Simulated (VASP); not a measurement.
# BN (scan) (P6_3/mmc) in VASP: a series of runs

The runs below take BN (scan) through single point, relaxation of cell and atoms, with r2SCAN.

Everything below comes from runs of VASP 6.6.1. Logs are shortened: lines on timing, memory, paths and dates and some standing lists are left out, and cuts for length are marked.

### Step 1. The cell of the first run

The structure is hexagonal, space group P6_3/mmc (No. 194). The conventional cell has a = 2.479 Å, b = 2.479 Å, c = 5.686 Å, α = 90.00°, β = 90.00°, γ = 120.00°. B (site symmetry -6m2) has 3 N at 1.43 Å within 1.9 Å. Within 1.9 Å of N (site symmetry -6m2) lie 3 B at 1.43 Å.

### Step 2. Single point, r2SCAN

POSCAR reads:

```
BN
1.0
    2.4788032709      0.0000000000      0.0000000000
   -1.2394016355      2.1467066036      0.0000000000
    0.0000000000      0.0000000000      5.6856437334
B N
2 2
Direct
    0.3333333333      0.6666666667      0.2500000000
    0.6666666667      0.3333333333      0.7500000000
    0.3333333333      0.6666666667      0.7500000000
    0.6666666667      0.3333333333      0.2500000000
```

INCAR.step1 reads:

```
PREC = Accurate
ENCUT = 520
ISMEAR = 0
SIGMA = 0.02
LREAL = F
LASPH = T
NELM = 100
NBANDS = 16
GGA = PE
ALGO = Normal
EDIFF = 1E-4
LWAVE = T
LCHARG = F
```

INCAR.step2 reads:

```
PREC = Accurate
ENCUT = 520
EDIFF = 1E-6
ISMEAR = 0
SIGMA = 0.02
LREAL = F
LASPH = T
NELM = 100
ALGO = Normal
ISIF = 2
LWAVE = F
LCHARG = F
METAGGA = R2SCAN
LMIXTAU = T
NBANDS = 16
ISTART = 1
```

KPOINTS reads:

```
Automatic mesh
0
Gamma
  12 12 4
```

Potentials or basis: VASP PAW PBE potentials, release 64 (B, N).

Started as:

```console
> cat potpaw_PBE.64/B/POTCAR potpaw_PBE.64/N/POTCAR > POTCAR
> cp INCAR.step1 INCAR
> mpirun -np 1 vasp_std > vasp.out
> cp INCAR.step2 INCAR
> mpirun -np 1 vasp_std > vasp.out
```

OUTCAR:

```text
PREC = Accurate
   ENCUT = 520
   EDIFF = 1E-6
   ISMEAR = 0
   LREAL = F
   LASPH = T
   NELM = 100
   ISIF = 2
   METAGGA = R2SCAN
   ISTART = 1

 ion  position               nearest neighbor table
   1  0.333  0.667  0.250-   4 1.43   4 1.43   4 1.43
   2  0.667  0.333  0.750-   3 1.43   3 1.43   3 1.43
   3  0.333  0.667  0.750-   2 1.43   2 1.43   2 1.43
   4  0.667  0.333  0.250-   1 1.43   1 1.43   1 1.43

  LATTYP: Found a hexagonal cell.
 ALAT       =     2.4788032709
 C/A-ratio  =     2.2937051117

  Lattice vectors:

 A1 = (   2.4788032709,   0.0000000000,   0.0000000000)
 A2 = (  -1.2394016355,   2.1467066036,   0.0000000000)
 A3 = (   0.0000000000,   0.0000000000,   5.6856437334)

Analysis of symmetry for initial positions (statically):
=====================================================================
 Subroutine PRICEL returns:
 Original cell was already a primitive cell.

 Routine SETGRP: Setting up the symmetry group for a
 hexagonal supercell.

 Subroutine GETGRP returns: Found 24 space group operations
 (whereof 12 operations were pure point group operations)
 out of a pool of 24 trial point group operations.

The static configuration has the point symmetry D_3d.
 The point group associated with its full space group is D_6h.

Analysis of symmetry for dynamics (positions and initial velocities):
=====================================================================
 Subroutine PRICEL returns:
 Original cell was already a primitive cell.

 Routine SETGRP: Setting up the symmetry group for a
 hexagonal supercell.

 Subroutine GETGRP returns: Found 24 space group operations
 (whereof 12 operations were pure point group operations)
 out of a pool of 24 trial point group operations.

The dynamic configuration has the point symmetry D_3d.
 The point group associated with its full space group is D_6h.

 Subroutine INISYM returns: Found 24 space group operations
 (whereof 12 operations are pure point group operations),
 and found     1 'primitive' translations

----------------------------------------------------------------------------------------

[... 86 lines left out ...]
 SYSTEM =  unknown system
   PREC   = accura    normal or accurate (medium, high low for compatibility)
   ISTART =      1    job   : 0-new  1-cont  2-samecut
   ICHARG =      0    charge: 1-file 2-atom 10-const
   ISPIN  =      1    spin polarized calculation?
   LNONCOLLINEAR =      F non collinear calculations
   LSORBIT =      F    spin-orbit coupling
   LASPH  =      T    aspherical Exc in radial PAW
   ENCUT  =  520.0 eV  38.22 Ry    6.18 a.u.   4.61  4.61 10.57*2*pi/ulx,y,z
   NELM   =    100;   NELMIN=  2; NELMDL=  0     # of ELM steps
   EDIFF  = 0.1E-05   stopping-criterion for ELM
   LREAL  =      F    real-space projection
   EDIFFG = 0.1E-04   stopping-criterion for IOM
   NSW    =      0    number of steps for IOM
   IBRION =     -1    ionic relax: 0-MD 1-quasi-New 2-CG
   NFREE  =      0    steps in history (QN), initial steepest desc. (CG)
   ISIF   =      2    stress and relaxation
   ISYM   =      2    0-nonsym 1-usesym 2-fastsym
   POTIM  = 0.5000    time-step for ionic-motion
   TEBEG  =    0.0;   TEEND  =   0.0 temperature during run
   PSTRESS=    0.0 pullay stress
   NELECT =      16.0000    total number of electrons
   NUPDOWN=      -1.0000    fix difference up-down
   EMIN   =  10.00;   EMAX   =-10.00  energy-range for DOS
   EFERMI =   0.00;   METHOD = LEGACY
   ISMEAR =     0;   SIGMA  =   0.02  broadening in eV -4-tet -1-fermi 0-gaus
   EFERMI_NEDOS =   21; number of points for ismear=-14 and -15
   IALGO  =     38    algorithm
   IMIX   =      4    mixing-type and parameters
     AMIX     =   0.40;   BMIX     =  1.00
     AMIX_MAG =   1.60;   BMIX_MAG =  1.00
  volume/ion in A,a.u.               =       7.56        51.04
  Fermi-wavevector in a.u.,A,eV,Ry     =   1.323884  2.501779 23.846518  1.752670
  Thomas-Fermi vector in A             =   2.453460
   LORBIT       =      0    0 simple, 1 ext, 2 COOP (PROOUT), +10 PAW based schemes
   METAGGA = R2SCAN    functional components
   LHFCALC =     F    Hartree Fock is set to
   AEXX    =    0.0000 exact exchange contribution
   IVDW    =     0    specifies the selected vdW correction
   LEPSILON=     F    determine dielectric tensor
   LRPA    =     F    only Hartree local field effects (RPA)
 non-spin polarized calculation
 Gauss-broadening in eV      SIGMA  =   0.02
  energy-cutoff  :      520.00
  volume of cell :       30.25
 maximum number of plane-waves:       830
   NGX =  9   NGY =  9   NGZ = 21

 number of electron      15.9999995 magnetization

 Free energy of the ion-electron system (eV)
  ---------------------------------------------------
  ext. energy  EPLUGINS =         0.00000000
  ---------------------------------------------------
  free energy    TOTEN  =       -38.39782919 eV

  energy without entropy =      -38.39782919  energy(sigma->0) =      -38.39782919

 E-fermi :   3.8475     XC(G=0): -11.8555

 val. band max:        3.6386336130   @ k =   0.3333   0.2500   0.0000
 cond. band min:       8.3956954855   @ k =   0.5000   0.0000   0.2500
 fundamental gap:      4.7570618725
 Fermi energy:         3.8474881469

 k-point     1 :       0.0000    0.0000    0.0000
  band No.  band energies     occupation
      1     -15.7243      2.00000
      2     -14.8692      2.00000
      3      -3.8323      2.00000
      4       0.4592      2.00000
      5       2.1809      2.00000
      6       2.1809      2.00000
[... 433 lines left out ...]
      3      -3.8044      2.00000
      4      -3.5770      2.00000
      5      -0.3319      2.00000
      6      -0.2455      2.00000
[... 8 lines left out ...]
     15      22.7255      0.00000
     16      23.6810      0.00000

 [... further k-points ...]
[... 5 lines left out ...]
  --------------------------------------------------------------------------------------
  -------------------------------------------------------------------------------------
  Total        2.5296663      2.5296663      2.2892905     -0.0000000      0.0000000      0.0000000
  in kB      133.9613229    133.9613229    121.2319515     -0.0000000      0.0000000      0.0000000
  external PRESSURE =     129.7181991 kB  Pullay stress =       0.0000000 kB

 VOLUME and BASIS-vectors are now :
 -----------------------------------------------------------------------------
  energy-cutoff  :      520.00
  volume of cell :       30.25
      direct lattice vectors                 reciprocal lattice vectors
     2.478803271  0.000000000  0.000000000     0.403420478  0.232914921  0.000000000
    -1.239401635  2.146706604  0.000000000     0.000000000  0.465829843  0.000000000
     0.000000000  0.000000000  5.685643733     0.000000000  0.000000000  0.175881579

 POSITION                                       TOTAL-FORCE (eV/Angst)
 -----------------------------------------------------------------------------------
     -0.00000      1.43114      1.42141        -0.000000      0.000000      0.000000
      1.23940      0.71557      4.26423        -0.000000     -0.000000      0.000000
     -0.00000      1.43114      4.26423         0.000000      0.000000      0.000000
      1.23940      0.71557      1.42141         0.000000     -0.000000      0.000000
 -----------------------------------------------------------------------------------
    total drift:                                0.000000     -0.000000      0.000000

  FREE ENERGIE OF THE ION-ELECTRON SYSTEM (eV)
  ---------------------------------------------------
  free  energy   TOTEN  =       -38.3978291851 eV

  energy  without entropy=      -38.3978291851  energy(sigma->0) =      -38.39782919
```

OUTCAR.step1:

```text
PREC = Accurate
   ENCUT = 520
   ISMEAR = 0
   LREAL = F
[... 687 lines left out ...]
     -0.00000      1.43114      1.42141         0.000000      0.000000      0.000000
      1.23940      0.71557      4.26423        -0.000000     -0.000000      0.000000
     -0.00000      1.43114      4.26423        -0.000000      0.000000      0.000000
      1.23940      0.71557      1.42141        -0.000000     -0.000000      0.000000
 -----------------------------------------------------------------------------------
    total drift:                                0.000000     -0.000000      0.000000

  FREE ENERGIE OF THE ION-ELECTRON SYSTEM (eV)
  ---------------------------------------------------
  free  energy   TOTEN  =       -34.8754204131 eV

  energy  without entropy=      -34.8754204131  energy(sigma->0) =      -34.87542041
```

OSZICAR.step1:

```text
N       E                     dE             d eps       ncg     rms          rms(c)
DAV:   1     0.446757146382E+02    0.44676E+02   -0.82133E+03  1824   0.948E+02
DAV:   2    -0.356638872107E+02   -0.80340E+02   -0.74427E+02  2560   0.229E+02
DAV:   3    -0.383803902469E+02   -0.27165E+01   -0.27084E+01  2272   0.404E+01
DAV:   4    -0.383926475314E+02   -0.12257E-01   -0.12255E-01  2256   0.301E+00
DAV:   5    -0.383927269794E+02   -0.79448E-04   -0.79447E-04  2272   0.230E-01    0.115E+01
DAV:   6    -0.352147841899E+02    0.31779E+01   -0.46697E+00  2288   0.174E+01    0.519E+00
DAV:   7    -0.349403862857E+02    0.27440E+00   -0.63841E-01  2376   0.593E+00    0.321E+00
DAV:   8    -0.348793682994E+02    0.61018E-01   -0.18332E-01  2336   0.303E+00    0.446E-01
DAV:   9    -0.348748130187E+02    0.45553E-02   -0.12267E-02  2168   0.981E-01    0.204E-01
DAV:  10    -0.348753758103E+02   -0.56279E-03   -0.10411E-03  2176   0.255E-01    0.324E-02
DAV:  11    -0.348754204131E+02   -0.44603E-04   -0.66491E-05  1736   0.711E-02
   1 F= -.34875420E+02 E0= -.34875420E+02  d E =-.344843E-12
```

Wall time 58 s (1 thread of Intel Xeon Platinum 8488C (Sapphire Rapids), shared host); peak memory 0.15 GiB.

What came out:

```
Free energy            : -38.3978 eV
Pressure               : 13.0 GPa
Band gap on the k mesh : 4.76 eV, indirect (least direct gap 5.01 eV)
```

Stress tensor (GPa, compression positive):
```
13.40  0.00  0.00
 0.00 13.40  0.00
 0.00  0.00 12.12
```

Caveat: the PAW data sets were made with another functional, which shifts forces and pressure a little.

(Part 1 of 2 ends here.)
